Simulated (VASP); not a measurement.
# Li3SeCl (Pm-3m) in VASP: notebook, part 2 of 2

VASP 6.6.1.

## 3. Single point, LDA

INCAR reads:

```
SYSTEM = Li3SeCl
PREC = Accurate
ENCUT = 520
EDIFF = 1E-6
ISMEAR = 1
SIGMA = 0.01
LREAL = .False.
LASPH = .True.
NELM = 100
ALGO = Normal
ISIF = 2
LWAVE = .False.
LCHARG = .False.
NBANDS = 19
```

KPOINTS reads:

```
regular mesh
0
Gamma
  4 4 4
  0 0 0
```

POSCAR reads:

```
Li3SeCl
1.0
    4.6685000563      0.0000000000      0.0000000000
    0.0000000000      4.6685000563      0.0000000000
    0.0000000000      0.0000000000      4.6685000563
Cl Se Li
1 1 3
Direct
    0.0000000000      0.0000000000      0.0000000000
    0.5000000000      0.5000000000      0.5000000000
    0.5000000000      0.5000000000      0.0000000000
    0.0000000000      0.5000000000      0.5000000000
    0.5000000000      0.0000000000      0.5000000000
```

Potentials or basis: VASP PAW LDA potentials, release 64 (Cl, Se, Li_sv).

On the command line:

```console
cat potpaw_LDA.64/Cl/POTCAR potpaw_LDA.64/Se/POTCAR potpaw_LDA.64/Li_sv/POTCAR > POTCAR
mpirun -np 1 vasp_std > vasp.out
```

Run time: 16 s. Hardware: 1 thread of Intel Xeon Platinum 8259CL at 2.50GHz (Skylake/Cascade Lake), shared host; peak memory 0.18 GiB.

It converged, with:

- Free energy: -18.8391 eV
- Band gap on the k mesh: 3.59 eV (least direct gap 3.63 eV)

Levels at points of the mesh, in eV from the valence-band top:
```csv
k point,band 8,band 9,band 10,band 11,band 12,band 13,band 14,band 15
"(0.00, 0.00, 0.00)",-1.85,-0.37,-0.37,-0.37,3.59,5.98,5.98,9.47
"(0.50, 0.00, 0.00)",-1.13,-1.13,-1.07,-1.07,6.23,6.27,6.41,7.22
"(0.50, 0.50, 0.00)",-1.03,-0.89,0.00,0.00,3.63,6.19,6.19,6.21
"(0.50, 0.50, 0.50)",-1.70,-0.88,-0.88,-0.88,5.50,5.50,5.50,9.00
```

Caveat: the cutoff is under 1.25 times the usual one of these potentials, so pressure, stress and relaxed cells hold a basis-set (Pulay) error. A k mesh can miss the band edges.

## 4. Single point, LDA

This run uses another cell than the first one, of 19.94 Å³/atom.

INCAR reads:

```
SYSTEM = Li3SeCl
  PREC = Accurate
  ENCUT = 520
  EDIFF = 1E-6
  ISMEAR = 1
  SIGMA = 0.01
  LREAL = .False.
  LASPH = .True.
  NELM = 60
  ALGO = Normal
  ISIF = 2
  LWAVE = .False.
  LCHARG = .True.
  GGA = CA
  LELF = .True.
  LVHAR = .True.
  NBANDS = 19
```

KPOINTS is that of step 3.

Changes to POSCAR since step 3:

```diff
@@ -2,5 +2,5 @@
 1.0
-    4.6685000563      0.0000000000      0.0000000000
-    0.0000000000      4.6685000563      0.0000000000
-    0.0000000000      0.0000000000      4.6685000563
+    4.6371668971      0.0000000000      0.0000000000
+    0.0000000000      4.6371668971      0.0000000000
+    0.0000000000      0.0000000000      4.6371668971
 Cl Se Li
```

On the command line:

```console
cat potpaw_LDA.64/Cl/POTCAR potpaw_LDA.64/Se/POTCAR potpaw_LDA.64/Li_sv/POTCAR > POTCAR
mpirun -np 1 vasp_std > vasp.out
```

Wall time 17 s (1 thread of Intel Xeon Platinum 8259CL at 2.50GHz (Skylake/Cascade Lake), shared host); peak memory 0.18 GiB.

The run converged. Its results:

| Item | Value |
| --- | --- |
| Free energy | -18.8339 eV |
| Band gap on the k mesh | 3.61 eV |

Levels at points of the mesh, in eV from the valence-band top:
```tsv
k point	band 8	band 9	band 10	band 11	band 12	band 13	band 14	band 15
(0.00, 0.00, 0.00)	-1.91	-0.39	-0.39	-0.39	3.64	5.99	5.99	9.50
(0.50, 0.00, 0.00)	-1.18	-1.18	-1.11	-1.11	6.21	6.34	6.51	7.25
(0.50, 0.50, 0.00)	-1.07	-0.92	0.00	0.00	3.61	6.19	6.19	6.26
(0.50, 0.50, 0.50)	-1.77	-0.91	-0.91	-0.91	5.53	5.53	5.53	9.08
```

Caveat: the cutoff is under 1.25 times the usual one of these potentials, so pressure, stress and relaxed cells hold a basis-set (Pulay) error. A k mesh can miss the band edges.

## 5. Single point, LDA

INCAR reads:

```
ALGO = Normal ; EDIFF = 1E-6
ENCUT = 520 ; ISIF = 2
ISMEAR = 1 ; LASPH = T
LCHARG = T ; LELF = T
LREAL = F ; LVHAR = T
LWAVE = F ; NBANDS = 19
NELM = 60 ; PREC = Accurate
SIGMA = 0.01
```

KPOINTS reads:

```
k-points
0
Gamma
  4 4 4
```

Changes to POSCAR since step 4:

```diff
@@ -2,5 +2,5 @@
 1.0
-    4.6371668971      0.0000000000      0.0000000000
-    0.0000000000      4.6371668971      0.0000000000
-    0.0000000000      0.0000000000      4.6371668971
+    4.6685000563      0.0000000000      0.0000000000
+    0.0000000000      4.6685000563      0.0000000000
+    0.0000000000      0.0000000000      4.6685000563
 Cl Se Li
```

Potentials or basis: VASP PAW LDA potentials, release 64 (Cl, Se, Li_sv).

On the command line:

```console
cat potpaw_LDA.64/Cl/POTCAR potpaw_LDA.64/Se/POTCAR potpaw_LDA.64/Li_sv/POTCAR > POTCAR
mpirun -np 1 vasp_std > vasp.out
```

OUTCAR:

```text
EDIFF = 1E-6
   ENCUT = 520
   ISIF = 2
   ISMEAR = 1
   LASPH = T
   LREAL = F
   NELM = 60
   PREC = Accurate

 ion  position               nearest neighbor table
   1  0.000  0.000  0.000-
   2  0.500  0.500  0.500-   3 2.33   4 2.33   5 2.33   3 2.33   5 2.33   4 2.33
   3  0.500  0.500  0.000-   2 2.33   2 2.33
   4  0.000  0.500  0.500-   2 2.33   2 2.33
   5  0.500  0.000  0.500-   2 2.33   2 2.33

  LATTYP: Found a simple cubic cell.
 ALAT       =     4.6685000563

  Lattice vectors:

 A1 = (   4.6685000563,   0.0000000000,   0.0000000000)
 A2 = (   0.0000000000,   4.6685000563,   0.0000000000)
 A3 = (   0.0000000000,   0.0000000000,   4.6685000563)

Analysis of symmetry for initial positions (statically):
=====================================================================
 Subroutine PRICEL returns:
 Original cell was already a primitive cell.

 Routine SETGRP: Setting up the symmetry group for a
[... 157 lines left out ...]

  energy without entropy =      -18.83910404  energy(sigma->0) =      -18.83910404

 E-fermi :  -0.0832     XC(G=0):  -8.1238

 val. band max:       -0.1498810820   @ k =   0.5000   0.5000   0.0000
 cond. band min:       3.4372874163   @ k =   0.0000   0.0000   0.0000
 fundamental gap:      3.5871684982
 Fermi energy:        -0.0832242118

 k-point     1 :       0.0000    0.0000    0.0000
  band No.  band energies     occupation
      1     -43.6115      2.00000
      2     -43.6005      2.00000
      3     -43.6005      2.00000
      4     -12.9493      2.00000
      5     -10.7834      2.00000
      6      -1.9971      2.00000
[... 197 lines left out ...]
      6      -1.8514      2.00000
[... 11 lines left out ...]
     18       9.3120      0.00000
     19       9.3120      0.00000

------------------------ aborting loop because EDIFF is reached ----------------------------------------

  FORCE on cell =-STRESS in cart. coord.  units (eV):
  Direction    XX          YY          ZZ          XY          YZ          ZX
  --------------------------------------------------------------------------------------
  -------------------------------------------------------------------------------------
  Total        0.0322934      0.0322934      0.0322934      0.0000000      0.0000000     -0.0000000
  in kB        0.5085010      0.5085010      0.5085010      0.0000000      0.0000000     -0.0000000
  external PRESSURE =       0.5085010 kB  Pullay stress =       0.0000000 kB

 VOLUME and BASIS-vectors are now :
 -----------------------------------------------------------------------------
  energy-cutoff  :      520.00
  volume of cell :      101.75
      direct lattice vectors                 reciprocal lattice vectors
     4.668500056  0.000000000  0.000000000     0.214201561  0.000000000  0.000000000
     0.000000000  4.668500056  0.000000000     0.000000000  0.214201561  0.000000000
     0.000000000  0.000000000  4.668500056     0.000000000  0.000000000  0.214201561

 POSITION                                       TOTAL-FORCE (eV/Angst)
 -----------------------------------------------------------------------------------
      0.00000      0.00000      0.00000         0.000000      0.000000      0.000000
      2.33425      2.33425      2.33425         0.000000      0.000000      0.000000
      2.33425      2.33425      0.00000         0.000000      0.000000      0.000000
      0.00000      2.33425      2.33425         0.000000      0.000000      0.000000
      2.33425      0.00000      2.33425         0.000000      0.000000      0.000000
 -----------------------------------------------------------------------------------
    total drift:                                0.000000      0.000000      0.000000

  FREE ENERGIE OF THE ION-ELECTRON SYSTEM (eV)
  ---------------------------------------------------
  free  energy   TOTEN  =       -18.8391040419 eV

  energy  without entropy=      -18.8391040419  energy(sigma->0) =      -18.83910404
```

stdout:

```text
POSCAR found type information on POSCAR ClSeLi
 POSCAR found :  3 types and       5 ions
 scaLAPACK will be used
 LDA part: xc-table for (Slater(with rela. corr.)+CA(PZ))
 , standard interpolation
 POSCAR, INCAR and KPOINTS ok, starting setup
 FFT: planning ... GRIDC
 FFT: planning ... GRID_SOFT
 FFT: planning ... GRID
 WAVECAR not read
 entering main loop
```

Wall time 17 s (1 thread of Intel Xeon Platinum 8259CL at 2.50GHz (Skylake/Cascade Lake), shared host); peak memory 0.18 GiB.

Results:

- Free energy: -18.8391 eV
- Band gap on the k mesh: 3.59 eV (least direct gap 3.63 eV)

Caveat: the cutoff is under 1.25 times the usual one of these potentials, so pressure, stress and relaxed cells hold a basis-set (Pulay) error.

## 6. Single point, LDA

This run uses another cell than the first one, of 20.76 Å³/atom.

INCAR reads:

```
  PREC = Accurate
  ENCUT = 520
  EDIFF = 1E-7
  ISMEAR = 1
  SIGMA = 0.01
  LREAL = False
  LASPH = True
  NELM = 80
  ALGO = Normal
  ISIF = 2
  LWAVE = False
  LCHARG = True
  GGA = CA
  LELF = True
  LVHAR = True
  NBANDS = 19
```

KPOINTS reads:

```
regular mesh
0
Gamma
  4 4 4
```

Changes to POSCAR since step 5:

```diff
@@ -2,5 +2,5 @@
 1.0
-    4.6685000563      0.0000000000      0.0000000000
-    0.0000000000      4.6685000563      0.0000000000
-    0.0000000000      0.0000000000      4.6685000563
+    4.6994181762      0.0000000000      0.0000000000
+    0.0000000000      4.6994181762      0.0000000000
+    0.0000000000      0.0000000000      4.6994181762
 Cl Se Li
```

Potentials or basis: VASP PAW LDA potentials, release 64 (Cl, Se, Li_sv).

On the command line:

```console
cat potpaw_LDA.64/Cl/POTCAR potpaw_LDA.64/Se/POTCAR potpaw_LDA.64/Li_sv/POTCAR > POTCAR
mpirun -np 1 vasp_std > vasp.out
```

Wall time 19 s (1 thread of Intel Xeon Platinum 8259CL at 2.50GHz (Skylake/Cascade Lake), shared host); peak memory 0.18 GiB.

Results (log left out):

```
Free energy            : -18.8372 eV
Band gap on the k mesh : 3.54 eV (least direct gap 3.65 eV)
```

Levels at points of the mesh, in eV from the valence-band top:
```tsv
k point	band 8	band 9	band 10	band 11	band 12	band 13	band 14	band 15
(0.00, 0.00, 0.00)	-1.79	-0.36	-0.36	-0.36	3.54	5.97	5.97	9.45
(0.50, 0.00, 0.00)	-1.09	-1.09	-1.03	-1.03	6.20	6.24	6.31	7.19
(0.50, 0.50, 0.00)	-0.99	-0.86	0.00	0.00	3.65	6.15	6.20	6.20
(0.50, 0.50, 0.50)	-1.64	-0.86	-0.86	-0.86	5.47	5.47	5.47	8.92
```

Caveat: the cutoff is under 1.25 times the usual one of these potentials, so pressure, stress and relaxed cells hold a basis-set (Pulay) error. A k mesh can miss the band edges.

## 7. Overview

| cell | gap on the mesh (eV) |
| --- | --- |
| a = 4.669 Å, 5 atoms | 3.59 |
| a = 4.637 Å, 5 atoms | 3.61 |
| a = 4.699 Å, 5 atoms | 3.54 |

Alike in all rows: task single point; level LDA; potentials or basis VASP PAW LDA potentials, release 64 (Cl, Se, Li_sv); no spin polarisation; k mesh 4 × 4 × 4; cutoff (eV) 520; smearing methfessel-paxton 0.01 eV.

Caveats: the cutoff is under 1.25 times the usual one of these potentials, so pressure, stress and relaxed cells hold a basis-set (Pulay) error.

Absolute energies hang on the potentials; compare differences alone.
